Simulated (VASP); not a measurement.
# MnO (I4/mmm) in VASP: notebook

Runs on MnO. Level: PBEsol. Tasks: single point.

Program: VASP 6.6.1. These are calculated values, not measurements. Logs are shortened: lines on timing, memory, paths and dates and some standing lists are left out, and cuts for length are marked.

## Step 1: The cell of the first run

The structure is tetragonal, space group I4/mmm (No. 139). The conventional cell has a = 3.142 Å, b = 3.142 Å, c = 4.000 Å, α = 90.00°, β = 90.00°, γ = 90.00°. Mn (site symmetry 4/mmm) has 6 O at 2.00 to 2.22 Å within 2.6 Å. O (site symmetry 4/mmm) has 6 Mn at 2.00 to 2.22 Å within 2.6 Å.

## Step 2: Single point, PBEsol, collinear spin, ferromagnetic start (strain -0.1000 x Voigt [0, 1, 0, 0, 0, 0])

INCAR

```
SYSTEM = MnO
PREC = Accurate
ENCUT = 520
EDIFF = 1E-7
ISMEAR = 0
SIGMA = 0.15
LREAL = .False.
LASPH = .True.
NELM = 150
ALGO = Normal
ISIF = 2
LWAVE = .False.
LCHARG = .False.
ISPIN = 2
MAGMOM = 4.41 0.25
LORBIT = 11
LMAXMIX = 4
GGA = PS
NBANDS = 20
```

KPOINTS

```
regular mesh
0
Gamma
  18 18 18
  0 0 0
```

POSCAR

```
MnO
1.0
    0.0000000000      1.9998000000      2.2220000000
    2.2220000000      0.0000000000      2.2220000000
    2.2220000000      1.9998000000      0.0000000000
Mn O
1 1
Direct
    0.0000000000      0.0000000000      0.0000000000
    0.5000000000      0.5000000000      0.5000000000
```

Potentials or basis: VASP PAW PBE potentials, release 64 (Mn_pv, O).

Started as:

```sh
$ cat potpaw_PBE.64/Mn_pv/POTCAR potpaw_PBE.64/O/POTCAR > POTCAR
$ mpirun -np 1 vasp_std > vasp.out
```

OUTCAR:

```text
SYSTEM = MnO
   PREC = Accurate
   ENCUT = 520
   EDIFF = 1E-7
   ISMEAR = 0
   LREAL = .False.
   LASPH = .True.
   NELM = 150
   ISIF = 2
   ISPIN = 2
   LORBIT = 11
   GGA = PS

 ion  position               nearest neighbor table
   1  0.000  0.000  0.000-   2 2.00   2 2.00   2 2.22   2 2.22   2 2.22   2 2.22
   2  0.500  0.500  0.500-   1 2.00   1 2.00   1 2.22   1 2.22   1 2.22   1 2.22

  LATTYP: Found a body centered tetragonal cell.
 ALAT       =     3.1423825356
 C/A-ratio  =     1.2727922061

  Lattice vectors:

 A1 = (   0.0000000000,  -1.9998000000,   2.2220000000)
 A2 = (   0.0000000000,  -1.9998000000,  -2.2220000000)
 A3 = (   2.2220000000,   1.9998000000,   0.0000000000)

Analysis of symmetry for initial positions (statically):
=====================================================================
 Subroutine PRICEL returns:
 Original cell was already a primitive cell.

 Routine SETGRP: Setting up the symmetry group for a
 body centered tetragonal supercell.

 Subroutine GETGRP returns: Found 16 space group operations
 (whereof 16 operations were pure point group operations)
 out of a pool of 16 trial point group operations.

The static configuration has the point symmetry D_4h.

Analysis of symmetry for dynamics (positions and initial velocities):
=====================================================================
 Subroutine PRICEL returns:
 Original cell was already a primitive cell.

 Routine SETGRP: Setting up the symmetry group for a
 body centered tetragonal supercell.

 Subroutine GETGRP returns: Found 16 space group operations
 (whereof 16 operations were pure point group operations)
 out of a pool of 16 trial point group operations.

The dynamic configuration has the point symmetry D_4h.

Analysis of structural, dynamic, and magnetic symmetry:
=====================================================================
 Subroutine PRICEL returns:
 Original cell was already a primitive cell.

 Routine SETGRP: Setting up the symmetry group for a
 body centered tetragonal supercell.

 Subroutine GETGRP returns: Found 16 space group operations
 (whereof 16 operations were pure point group operations)
 out of a pool of 16 trial point group operations.

The overall configuration has the point symmetry D_4h.

 Subroutine INISYM returns: Found 16 space group operations
 (whereof 16 operations are pure point group operations),
 and found     1 'primitive' translations

----------------------------------------------------------------------------------------

                                     Primitive cell

  volume of cell :      19.7472

  direct lattice vectors                    reciprocal lattice vectors
     0.000000000  1.999800000  2.222000000    -0.225022502  0.250025003  0.225022502
     2.222000000  0.000000000  2.222000000     0.225022502 -0.250025003  0.225022502
     2.222000000  1.999800000  0.000000000     0.225022502  0.250025003 -0.225022502

  length of vectors
     2.989395263  3.142382536  2.989395263     0.404700821  0.404700821  0.404700821

  position of ions in fractional coordinates (direct lattice)
     0.000000000  0.000000000  0.000000000
     0.500000000  0.500000000  0.500000000

  ion indices of the primitive-cell ions
   primitive index   ion index
                 1           1
                 2           2

----------------------------------------------------------------------------------------

 KPOINTS: regular mesh

Automatic generation of k-mesh.
 Grid dimensions read from file:
 generate k-points for:   18   18   18

 Generating k-lattice:

  Cartesian coordinates                     Fractional coordinates (reciprocal lattice)
    -0.012501250  0.013890278  0.012501250     0.055555556  0.000000000  0.000000000
     0.012501250 -0.013890278  0.012501250    -0.000000000  0.055555556 -0.000000000
     0.012501250  0.013890278 -0.012501250     0.000000000  0.000000000  0.055555556

  Length of vectors
     0.022483379  0.022483379  0.022483379

  Shift w.r.t. Gamma in fractional coordinates (k-lattice)
     0.000000000  0.000000000  0.000000000

 Subroutine IBZKPT returns following result:
 ===========================================

 Found    480 irreducible k-points:

 Following reciprocal coordinates:
            Coordinates               Weight
  0.000000  0.000000  0.000000      1.000000
  0.055556  0.000000  0.000000      8.000000
  0.111111  0.000000  0.000000      8.000000
  0.166667  0.000000  0.000000      8.000000
  0.222222  0.000000 -0.000000      8.000000
  0.277778  0.000000 -0.000000      8.000000
[... 16 lines left out ...]
 -0.277778  0.055556  0.000000     16.000000
 -0.222222  0.055556  0.000000     16.000000
 [... further k-points ...]
   k-points           NKPTS =    480   k-points in BZ     NKDIM =    480   number of bands    NBANDS=     20
   number of dos      NEDOS =    301   number of ions     NIONS =      2
   total plane-waves  NPLWV =  13824
   dimension x,y,z NGX =    24 NGY =   24 NGZ =   24
   dimension x,y,z NGXF=    48 NGYF=   48 NGZF=   48
   ions per type =               1   1
   NGX,Y,Z   is equivalent  to a cutoff of  13.35, 12.70, 13.35 a.u.
   NGXF,Y,Z  is equivalent  to a cutoff of  26.69, 25.39, 26.69 a.u.
 SYSTEM =  MnO
   PREC   = accura    normal or accurate (medium, high low for compatibility)
   ISTART =      0    job   : 0-new  1-cont  2-samecut
   ICHARG =      2    charge: 1-file 2-atom 10-const
   ISPIN  =      2    spin polarized calculation?
   LNONCOLLINEAR =      F non collinear calculations
   LSORBIT =      F    spin-orbit coupling
   LASPH  =      T    aspherical Exc in radial PAW
   ENCUT  =  520.0 eV  38.22 Ry    6.18 a.u.   5.56  5.84  5.56*2*pi/ulx,y,z
   NELM   =    150;   NELMIN=  2; NELMDL= -5     # of ELM steps
   EDIFF  = 0.1E-06   stopping-criterion for ELM
   LREAL  =      F    real-space projection
   EDIFFG = 0.1E-05   stopping-criterion for IOM
   NSW    =      0    number of steps for IOM
   IBRION =     -1    ionic relax: 0-MD 1-quasi-New 2-CG
   NFREE  =      0    steps in history (QN), initial steepest desc. (CG)
   ISIF   =      2    stress and relaxation
   ISYM   =      2    0-nonsym 1-usesym 2-fastsym
   POTIM  = 0.5000    time-step for ionic-motion
   TEBEG  =    0.0;   TEEND  =   0.0 temperature during run
   PSTRESS=    0.0 pullay stress
   NELECT =      19.0000    total number of electrons
   NUPDOWN=      -1.0000    fix difference up-down
   EMIN   =  10.00;   EMAX   =-10.00  energy-range for DOS
   EFERMI =   0.00;   METHOD = LEGACY
   ISMEAR =     0;   SIGMA  =   0.15  broadening in eV -4-tet -1-fermi 0-gaus
   EFERMI_NEDOS =   21; number of points for ismear=-14 and -15
   IALGO  =     38    algorithm
   IMIX   =      4    mixing-type and parameters
     AMIX     =   0.40;   BMIX     =  1.00
     AMIX_MAG =   1.60;   BMIX_MAG =  1.00
  volume/ion in A,a.u.               =       9.87        66.63
  Fermi-wavevector in a.u.,A,eV,Ry     =   1.616185  3.054147 35.539163  2.612055
  Thomas-Fermi vector in A             =   2.710812
   LORBIT       =     11    0 simple, 1 ext, 2 COOP (PROOUT), +10 PAW based schemes
   GGA     = PS    functional components
   LHFCALC =     F    Hartree Fock is set to
   AEXX    =    0.0000 exact exchange contribution
   IVDW    =     0    specifies the selected vdW correction
   LEPSILON=     F    determine dielectric tensor
   LRPA    =     F    only Hartree local field effects (RPA)
 spin polarized calculation
 Gauss-broadening in eV      SIGMA  =   0.15
  energy-cutoff  :      520.00
  volume of cell :       19.75
 maximum number of plane-waves:       547
   NGX = 11   NGY = 11   NGZ = 11

 number of electron      18.9999992 magnetization       4.3798895

 Free energy of the ion-electron system (eV)
  ---------------------------------------------------
  ext. energy  EPLUGINS =         0.00000000
  ---------------------------------------------------
  free energy    TOTEN  =       -17.20337214 eV

  energy without entropy =      -17.19264934  energy(sigma->0) =      -17.19801074

 E-fermi :   8.8063     XC(G=0): -12.7250

 val. band max:        8.8029971597   @ k =   0.2778  -0.3889   0.0556
 cond. band min:       8.8129753061   @ k =   0.4444   0.2222   0.0556
 fundamental gap:      0.0099781463
 Fermi energy:         8.8063168949

 spin component 1

 k-point     1 :       0.0000    0.0000    0.0000
  band No.  band energies     occupation
      1     -41.3812      1.00000
      2     -41.3344      1.00000
      3     -41.3344      1.00000
      4     -12.5264      1.00000
      5       4.2566      1.00000
      6       4.4518      1.00000
[... 12 lines left out ...]
     19      29.0692      0.00000
     20      30.9979      0.00000

 k-point     2 :       0.0556    0.0000    0.0000
  band No.  band energies     occupation
      1     -41.3828      1.00000
      2     -41.3362      1.00000
      3     -41.3350      1.00000
      4     -12.4925      1.00000
      5       4.0123      1.00000
      6       4.1524      1.00000
[... 12 lines left out ...]
     19      29.3438      0.00000
     20      31.7578      0.00000

 k-point     3 :       0.1111    0.0000    0.0000
  band No.  band energies     occupation
      1     -41.3879      1.00000
      2     -41.3408      1.00000
      3     -41.3369      1.00000
      4     -12.3934      1.00000
      5       3.3509      1.00000
      6       3.6924      1.00000
[... 12 lines left out ...]
     19      29.8137      0.00000
     20      32.7856      0.00000

 k-point     4 :       0.1667    0.0000    0.0000
  band No.  band energies     occupation
      1     -41.3972      1.00000
      2     -41.3462      1.00000
      3     -41.3398      1.00000
      4     -12.2372      1.00000
      5       2.5520      1.00000
      6       3.2238      1.00000
[... 429 lines left out ...]
 k-point    23 :      -0.2778    0.0556    0.0000
  band No.  band energies     occupation
      1     -41.4345      1.00000
      2     -41.3542      1.00000
      3     -41.3502      1.00000
      4     -11.7031      1.00000
      5       0.6932      1.00000
      6       2.1974      1.00000
[... 12 lines left out ...]
     19      30.8830      0.00000
     20      34.0573      0.00000

 k-point    24 :      -0.2222    0.0556    0.0000
  band No.  band energies     occupation
      1     -41.4190      1.00000
      2     -41.3511      1.00000
      3     -41.3465      1.00000
      4     -11.9238      1.00000
      5       1.3688      1.00000
      6       2.5206      1.00000
[... 12 lines left out ...]
     19      30.5656      0.00000
     20      34.2446      0.00000

 [... further k-points ...]

 spin component 2

 k-point     1 :       0.0000    0.0000    0.0000
  band No.  band energies     occupation
      1     -37.2344      1.00000
      2     -37.0168      1.00000
      3     -37.0168      1.00000
      4     -12.0632      1.00000
      5       4.5908      1.00000
      6       4.9108      1.00000
[... 12 lines left out ...]
     19      31.1966      0.00000
     20      32.4558      0.00000

 k-point     2 :       0.0556    0.0000    0.0000
  band No.  band energies     occupation
      1     -37.2363      1.00000
      2     -37.0191      1.00000
      3     -37.0176      1.00000
      4     -12.0297      1.00000
      5       4.4513      1.00000
      6       4.7431      1.00000
[... 12 lines left out ...]
     19      31.3511      0.00000
     20      33.3944      0.00000

 k-point     3 :       0.1111    0.0000    0.0000
  band No.  band energies     occupation
      1     -37.2420      1.00000
      2     -37.0255      1.00000
      3     -37.0198      1.00000
      4     -11.9322      1.00000
      5       3.9745      1.00000
      6       4.4353      1.00000
[... 12 lines left out ...]
     19      31.5524      0.00000
     20      34.6198      0.00000

 k-point     4 :       0.1667    0.0000    0.0000
  band No.  band energies     occupation
      1     -37.2512      1.00000
      2     -37.0347      1.00000
      3     -37.0233      1.00000
      4     -11.7788      1.00000
      5       3.2757      1.00000
      6       4.1102      1.00000
[... 429 lines left out ...]
 k-point    23 :      -0.2778    0.0556    0.0000
  band No.  band energies     occupation
      1     -37.2856      1.00000
      2     -37.0563      1.00000
      3     -37.0358      1.00000
      4     -11.2565      1.00000
      5       1.5145      1.00000
      6       3.3130      1.00000
[... 12 lines left out ...]
     19      32.2917      0.00000
     20      35.1485      0.00000

 k-point    24 :      -0.2222    0.0556    0.0000
  band No.  band energies     occupation
      1     -37.2718      1.00000
      2     -37.0471      1.00000
      3     -37.0313      1.00000
      4     -11.4715      1.00000
      5       2.1633      1.00000
      6       3.5941      1.00000
[... 12 lines left out ...]
     19      32.0195      0.00000
     20      35.7112      0.00000

 [... further k-points ...]

------------------------ aborting loop because EDIFF is reached ----------------------------------------

  FORCE on cell =-STRESS in cart. coord.  units (eV):
  Direction    XX          YY          ZZ          XY          YZ          ZX
  --------------------------------------------------------------------------------------
  -------------------------------------------------------------------------------------
  Total        0.4318511      2.0171961      0.4318511      0.0000000      0.0000000      0.0000000
  in kB       35.0380508    163.6643281     35.0380508      0.0000000      0.0000000      0.0000000
  external PRESSURE =      77.9134765 kB  Pullay stress =       0.0000000 kB

 VOLUME and BASIS-vectors are now :
 -----------------------------------------------------------------------------
  energy-cutoff  :      520.00
  volume of cell :       19.75
      direct lattice vectors                 reciprocal lattice vectors
     0.000000000  1.999800000  2.222000000    -0.225022502  0.250025003  0.225022502
     2.222000000  0.000000000  2.222000000     0.225022502 -0.250025003  0.225022502
     2.222000000  1.999800000  0.000000000     0.225022502  0.250025003 -0.225022502

 POSITION                                       TOTAL-FORCE (eV/Angst)
 -----------------------------------------------------------------------------------
      0.00000      0.00000      0.00000         0.000000      0.000000      0.000000
      2.22200      1.99980      2.22200        -0.000000     -0.000000     -0.000000
 -----------------------------------------------------------------------------------
    total drift:                                0.000000     -0.000000     -0.000000

  FREE ENERGIE OF THE ION-ELECTRON SYSTEM (eV)
  ---------------------------------------------------
  free  energy   TOTEN  =       -17.2033721424 eV

  energy  without entropy=      -17.1926493367  energy(sigma->0) =      -17.19801074

 total charge

# of ion       s       p       d       tot
------------------------------------------
    1        0.233   6.227   5.062  11.522
    2        1.559   3.440   0.000   4.999
--------------------------------------------------
tot          1.791   9.668   5.062  16.521

 magnetization (x)

# of ion       s       p       d       tot
------------------------------------------
    1        0.034   0.025   3.938   3.997
    2        0.031   0.156   0.000   0.186
--------------------------------------------------
tot          0.065   0.180   3.938   4.183
```

It took 2 min on 1 thread of Intel Xeon 6975P-C (Granite Rapids), shared host; peak memory 0.38 GiB.

What came out:

| Item | Value |
| --- | --- |
| Free energy | -17.2034 eV |
| Pressure | 7.8 GPa |
| Net moment | 4.38 μB per cell |
| Site moments | Mn +4.00; O +0.19 μB |
| Valence electrons inside the program's atomic spheres | Mn 11.52; O 5.00 |

Levels at points of the mesh, in eV from the Fermi level:
Spin up:
```tsv
k point	band 8	band 9	band 10	band 11	band 12	band 13	band 14	band 15	band 16	band 17
(0.00, 0.00, 0.00)	-3.51	-3.51	-2.99	-2.94	-2.88	0.29	14.23	17.08	17.28	17.28
(0.50, 0.00, 0.00)	-2.32	-2.08	-1.67	0.05	0.97	3.49	8.65	11.33	13.95	19.65
(0.50, 0.50, 0.00)	-4.59	-2.37	-2.00	-1.81	-1.56	5.82	7.82	11.45	14.27	15.82
(0.50, 0.00, 0.50)	-4.61	-2.15	-1.90	-1.90	-1.43	5.92	9.00	10.03	13.98	13.98
```
Spin down:
| k point | band 4 | band 5 | band 6 | band 7 | band 8 | band 9 | band 10 | band 11 |
| --- | --- | --- | --- | --- | --- | --- | --- | --- |
| (0.00, 0.00, 0.00) | -20.87 | -4.22 | -3.90 | -3.90 | 0.01 | 0.01 | 0.01 | 0.70 |
| (0.50, 0.00, 0.00) | -19.61 | -8.52 | -5.97 | -5.71 | 1.56 | 1.83 | 1.87 | 3.34 |
| (0.50, 0.50, 0.00) | -19.82 | -7.46 | -5.24 | -4.66 | -1.57 | 1.45 | 2.06 | 2.22 |
| (0.50, 0.00, 0.50) | -19.65 | -7.14 | -5.28 | -5.28 | -1.67 | 1.90 | 2.16 | 2.16 |

Caveat: the cell differs from its parent crystal (strain -0.1000 x Voigt [0, 1, 0, 0, 0, 0]); the cell stands under pressure; the PAW data sets were made with another functional, which shifts forces and pressure a little; a cell with one magnetic atom can't hold antiferromagnetic order, which such compounds often take; semilocal functionals often make such compounds metallic where correlation or magnetic order opens a gap, which also shifts bond lengths.

[end of part 1 of 2]
